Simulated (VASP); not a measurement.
Input of a VASP 6.6.1 run:

File INCAR:

```
ALGO = Normal
EDIFF = 1E-6
ENCUT = 520
GGA = PE
ISIF = 2
ISMEAR = 0
LASPH = True
LCHARG = False
LREAL = Auto
LWAVE = False
NBANDS = 164
NELECT = 252.0
NELM = 100
PREC = Accurate
SIGMA = 0.05
```

File KPOINTS:

```
k-points
0
Gamma
  1 1 1
```

POSCAR

```
Si62P
1.0
   10.8600000000      0.0000000000      0.0000000000
    0.0000000000     10.8600000000      0.0000000000
    0.0000000000      0.0000000000     10.8600000000
Si P
62 1
Direct
    0.5002440147      0.0008167587      0.0001144567
    0.6266387661      0.1246228361      0.1259490792
    0.7505357274      0.2508331492     -0.0011927256
    0.8762171271      0.3759497238      0.1250718232
    0.7482474217      0.0003558932      0.2521665746
    0.8751631676      0.1259624309      0.3750613260
   -0.0047874770     -0.0012414365     -0.0036353591
    0.1239312155      0.1237625230      0.1247221915
    0.2513034070      0.2489071823      0.0027338858
    0.3779830571      0.3625602210      0.1376151013
    0.4976689687      0.4933234807      0.0073709024
    0.6244255985      0.6284058932      0.1243125230
    0.7481375691      0.7526458564     -0.0030383057
    0.8742730203      0.8723376611      0.1259550645
    0.2529396869      0.0030578269      0.2543923573
    0.5052263352      0.2369646409      0.2671394107
    0.6288840700      0.3786704420      0.3745042357
    0.7506812155      0.5043134438      0.2468058932
    0.8752345304      0.6264661142      0.3758263352
    0.6116476059      0.1308939227      0.6087334254
    0.7515134438      0.2538636280      0.4986126151
    0.8779069982      0.3754416206      0.6288838858
    0.7369993554      0.0043116943      0.7371940147
    0.8697803867      0.1236252302      0.8685755064
    0.0003151934      0.5005470534     -0.0003806630
    0.1269351750      0.6229539595      0.1265245856
    0.2485644567      0.7505847145      0.0011256906
    0.3742508287      0.8785297422      0.1269921731
    0.0003446593      0.2501116022      0.2497136280
    0.1314687845      0.3677108656      0.3762464088
    0.2512569061      0.4963065378      0.2509793738
    0.3750906998      0.6238917127      0.3745767035
    0.4972584715      0.7534737569      0.2520209945
    0.6169284530      0.8824781768      0.3778392265
   -0.0013654696      0.0000379374      0.5004724678
    0.1289939227      0.1232220994      0.6221591160
    0.2642127072      0.2378453039      0.4964869245
    0.3737851750      0.3749915285      0.6238280847
    0.5003781768      0.4998811234      0.5000372007
    0.6245946593      0.6258476980      0.6247813996
    0.7438268877      0.7545868324      0.4976125230
    0.8703795580      0.8770743094      0.6236458564
    0.2532460405      0.0002311234      0.7479783610
    0.3758971455      0.1258122468      0.8752028545
    0.4981008287      0.2520539595      0.7485319521
    0.6265725599      0.3760950276      0.8756149171
    0.7501057090      0.5017832413      0.7496814917
    0.8755213628      0.6260723757      0.8753842541
    0.0014661142      0.7500250460      0.2501465009
    0.1267531308      0.8779620626      0.3760825967
    0.0017969613      0.4977962247      0.4990453039
    0.1242273481      0.6269627993      0.6254133517
    0.2513827808      0.7511269797      0.4980849908
    0.3746257827      0.8689243094      0.6283279926
    0.0028470534      0.2486395948      0.7499737569
    0.1270267956      0.3742740331      0.8772433702
    0.2474325967      0.5005714549      0.7495958564
    0.3737764273      0.6196262431      0.8808853591
    0.4976871087      0.7462313076      0.7528442910
    0.6232041436      0.8775652855      0.8715496317
   -0.0032229282      0.7525002762      0.7480875691
    0.1253430018      0.8738000921      0.8735181400
    0.4309120626      0.0954550645      0.4207163904
```

Potentials or basis: VASP PAW PBE potentials, release 64 (Si, P).

Launch:

```sh
$ cat potpaw_PBE.64/Si/POTCAR potpaw_PBE.64/P/POTCAR > POTCAR
$ mpirun -np 1 vasp_gam > vasp.out
```

Question: Estimate the largest force.

Answer: 1.160 eV/Å.

Forces in eV/Å, atoms in the order of the input:
```
Si   0.005 -0.012  0.004
Si  -0.026 -0.006  0.022
Si  -0.008 -0.026  0.015
Si  -0.004  0.005 -0.001
Si  -0.021  0.009  0.033
Si   0.025 -0.001  0.004
Si   0.053 -0.005  0.051
Si   0.093  0.007  0.084
Si  -0.012  0.003 -0.013
Si  -0.030  0.051 -0.054
Si   0.012 -0.004 -0.025
Si   0.014 -0.016 -0.002
Si  -0.002 -0.006  0.000
Si  -0.010  0.001  0.016
Si   0.218  0.059  0.164
Si  -0.086  0.086 -0.091
Si  -0.022 -0.002 -0.007
Si   0.007 -0.010  0.017
Si   0.056 -0.025  0.009
Si   0.073 -0.063  0.134
Si  -0.043 -0.044 -0.024
Si  -0.022 -0.020  0.004
Si   0.060 -0.008  0.065
Si   0.063  0.015  0.055
Si   0.003 -0.009  0.000
Si  -0.008  0.008 -0.001
Si   0.013 -0.010  0.001
Si   0.004 -0.003  0.004
Si   0.007  0.001 -0.007
Si   0.030 -0.020 -0.021
Si  -0.003  0.008  0.001
Si   0.005 -0.004  0.006
Si   0.006 -0.015 -0.007
Si   0.149 -0.208  0.006
Si   0.009 -0.004  0.000
Si   0.015  0.005  0.001
Si   0.084 -0.012 -0.010
Si  -0.018  0.036  0.026
Si   0.004 -0.008  0.009
Si   0.006 -0.015  0.011
Si   0.064 -0.078 -0.008
Si   0.013  0.009 -0.002
Si   0.000  0.011  0.008
Si   0.005  0.000  0.014
Si  -0.015 -0.015 -0.017
Si   0.013 -0.015 -0.001
Si  -0.001 -0.012  0.005
Si   0.005  0.004  0.007
Si   0.009  0.009  0.002
Si   0.034  0.017 -0.005
Si   0.021 -0.048 -0.007
Si   0.000 -0.002  0.018
Si  -0.015 -0.022  0.003
Si   0.033 -0.044  0.032
Si   0.002 -0.021 -0.018
Si  -0.011  0.008 -0.008
Si   0.021  0.010  0.014
Si   0.000  0.020  0.007
Si   0.019 -0.020  0.013
Si   0.004 -0.004  0.012
Si  -0.006 -0.004 -0.001
Si   0.014 -0.009 -0.002
P   -0.911  0.469 -0.544
```

Caveat: the k points lie up to 0.58 Å⁻¹ apart; the cell carries a net charge on a neutralising background, which shifts energy and pressure.
